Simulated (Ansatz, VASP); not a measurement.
**Ga3Sb in VASP and in Ansatz**

The input INCAR:

```
SYSTEM = Ga3Sb
PREC = Accurate
ENCUT = 520
EDIFF = 1E-7
ISMEAR = 0
SIGMA = 0.15
LREAL = .False.
LASPH = .True.
NELM = 60
ALGO = Fast
ISIF = 2
LWAVE = .False.
LCHARG = .False.
GGA = PE
IVDW = 12
NBANDS = 30
```

KPOINTS

```
Automatic mesh
0
Gamma
  14 14 14
  0 0 0
```

POSCAR

```
Ga3Sb
1.0
   -2.3053612539      2.3053612539      4.2427682200
    2.3053612539     -2.3053612539      4.2427682200
    2.3053612539      2.3053612539     -4.2427682200
Ga Sb
3 1
Direct
    0.7500000000      0.2500000000      0.5000000000
    0.2500000000      0.7500000000      0.5000000000
    0.5000000000      0.5000000000      0.0000000000
    0.0000000000      0.0000000000      0.0000000000
```

Input for Ansatz:

```yaml
crystal:
  lattice:
    - [-2.3053612539, 2.3053612539, 4.24276822]
    - [2.3053612539, -2.3053612539, 4.24276822]
    - [2.3053612539, 2.3053612539, -4.24276822]
  atoms:
    - { symbol: Ga, position: [0.75, 0.25, 0.5] }
    - { symbol: Ga, position: [0.25, 0.75, 0.5] }
    - { symbol: Ga, position: [0.5, 0.5, 0.0] }
    - { symbol: Sb, position: [0.0, 0.0, 0.0] }
basis:
  ecutwfc: 420
kpoints:
  mp_grid: { grid: [14, 14, 14] }
hamiltonian:
  xc: pbe
  pseudopotentials: { kind: paw, azcp: { folder: soft_1 } }
  dispersion: d3bj
scf:
  occupations: { method: gaussian, width: 0.15 }
output:
  forces: true
  stress: true
  eigenvalues: true
```

Alike in both runs: task single point; functional PBE; dispersion D3(BJ); k mesh 14 × 14 × 14; occupations gaussian, width 0.15 eV; no spin polarisation.

```csv
,VASP,Ansatz
version,VASP 6.6.1,Ansatz 0.2.0
potentials or method,"VASP PAW PBE potentials, release 64 (Ga_d, Sb), cutoff 520 eV","scalar-relativistic, plane waves, PAW"
valence electrons in the cell,44,54
```

|  | VASP | Ansatz | Ansatz less VASP |
| --- | --- | --- | --- |
| gap on the k mesh at the Fermi level (eV) | none | none | - |
| pressure (GPa) | -3.3 | -3.3 | 0.00 |

A gap of «none» marks a metal or a gap that the smearing closes. VASP's potentials hold 44 valence electrons a cell and Ansatz's 54, so a difference there can come from the potentials and not from the codes.

Neither program's run includes spin-orbit coupling.
